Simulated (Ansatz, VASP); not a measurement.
**Sb2Se3: VASP beside Ansatz**

```
Sb Se
1.0
     5.23722    0.00000    0.00000
     0.00000    5.23722    0.00000
     0.00000    0.00000    5.23722
Sb Se
2 3
Cartesian
  2.6186 2.6186 2.6186
  0.0000 0.0000 0.0000
  2.6186 0.0000 0.0000
  0.0000 2.6186 0.0000
  0.0000 0.0000 2.6186
```

Alike in both runs: functional PBE; k mesh 2 × 2 × 2; occupations gaussian, width 0.15 eV; no spin polarisation.

Ansatz relaxed the structure, and its values are those at the end. VASP's run is a single point on that final structure, the one shown.

```csv
,VASP,Ansatz
version,VASP 6.6.1,Ansatz 0.2.0
potentials or method,"VASP PAW PBE potentials, release 64 (Sb, Se), cutoff 500 eV","scalar-relativistic, plane waves, PAW"
valence electrons in the cell,28,78
```

```tsv
	VASP	Ansatz	Ansatz less VASP
gap on the k mesh at the Fermi level (eV)	none	none	-
pressure (GPa)	0.4	0.4	+0.01
```

A gap of «none» marks a metal or a gap that the smearing closes. With one functional, cell and mesh, what is left measures potentials, basis and numerics. VASP's potentials hold 28 valence electrons a cell and Ansatz's 78, so a difference there can come from the potentials and not from the codes.

The k mesh is coarse, so the values compare programs but aren't converged. Spin-orbit coupling is off throughout.
